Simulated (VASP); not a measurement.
Set up this calculation in VASP 6.6.1, as the native input.

```yaml
Task: single point
Functional: r2SCAN
Potentials_or_basis: VASP PAW PBE potentials, release 64 (Mg, O)
Cutoff: 520 eV
k_mesh: 9 × 9 × 1
Occupations: gaussian, width 0.05 eV
Spin: no spin polarisation
Dipole_correction: yes
Further_INCAR_settings: ALGO = Normal; EDIFF = 1e-06; NBANDS = 27
```

The system is Mg5O4, a slab with vacuum.

```xyz
9
Lattice="2.9728 0.0000 0.0000 -1.4864 2.5745 0.0000 0.0000 0.0000 24.7092" Properties=species:S:1:pos:R:3 pbc="T T T"
Mg    1.4864    0.8582    7.4477
Mg    0.0000    1.7164    9.9269
Mg    0.0000    0.0000   12.3546
Mg    1.4864    0.8582   14.7823
Mg    0.0000    1.7164   17.2615
O     0.0000    0.0000    8.7165
O     1.4864    0.8582   11.1408
O     0.0000    1.7164   13.5685
O     0.0000    0.0000   15.9928
```

These files were run (other wordings do the same):

POSCAR

```
Mg5O4
1.0
    2.9728306127      0.0000000000      0.0000000000
   -1.4864153063      2.5745468317      0.0000000000
    0.0000000000      0.0000000000     24.7092241237
Mg O
5 4
Direct
    0.6666666667      0.3333333333      0.3014130858
    0.3333333333      0.6666666667      0.4017495179
    0.0000000000      0.0000000000      0.4999998401
    0.6666666667      0.3333333333      0.5982505650
    0.3333333333      0.6666666667      0.6985870283
    0.0000000000      0.0000000000      0.3527617521
    0.6666666667      0.3333333333      0.4508742056
    0.3333333333      0.6666666667      0.5491258473
    0.0000000000      0.0000000000      0.6472381577
```

INCAR.step1

```
PREC = Accurate
ENCUT = 520
ISMEAR = 0
SIGMA = 0.05
LREAL = F
LASPH = T
NELM = 100
LDIPOL = T
IDIPOL = 3
DIPOL = 0.5 0.5 0.500
NBANDS = 27
GGA = PE
ALGO = Normal
EDIFF = 1E-4
LWAVE = T
LCHARG = F
```

INCAR.step2

```
PREC = Accurate
ENCUT = 520
EDIFF = 1E-6
ISMEAR = 0
SIGMA = 0.05
LREAL = F
LASPH = T
NELM = 100
ALGO = Normal
ISIF = 2
LWAVE = F
LCHARG = F
LDIPOL = T
IDIPOL = 3
DIPOL = 0.5 0.5 0.500
METAGGA = R2SCAN
LMIXTAU = T
NBANDS = 27
ISTART = 1
```

KPOINTS

```
Automatic mesh
0
Gamma
  9 9 1
```

Potentials or basis: VASP PAW PBE potentials, release 64 (Mg, O).

Launch:

```console
$ cat potpaw_PBE.64/Mg/POTCAR potpaw_PBE.64/O/POTCAR > POTCAR
$ cp INCAR.step1 INCAR
$ mpirun -np 1 vasp_std > vasp.out
$ cp INCAR.step2 INCAR
$ mpirun -np 1 vasp_std > vasp.out
```

It gave:

The largest force is 0.053 eV/Å and the band gap on the k mesh is zero (band 17 reaches 3.46 eV, above the bottom of band 18 at -1.52 eV).

Caveat: the PAW data sets were made with another functional, which shifts forces and pressure a little.

Wall time 3.3 min on 1 thread of Intel(R) Xeon(R) 6975P-C (Granite Rapids), with other jobs on the host, peak memory 0.38 GiB.
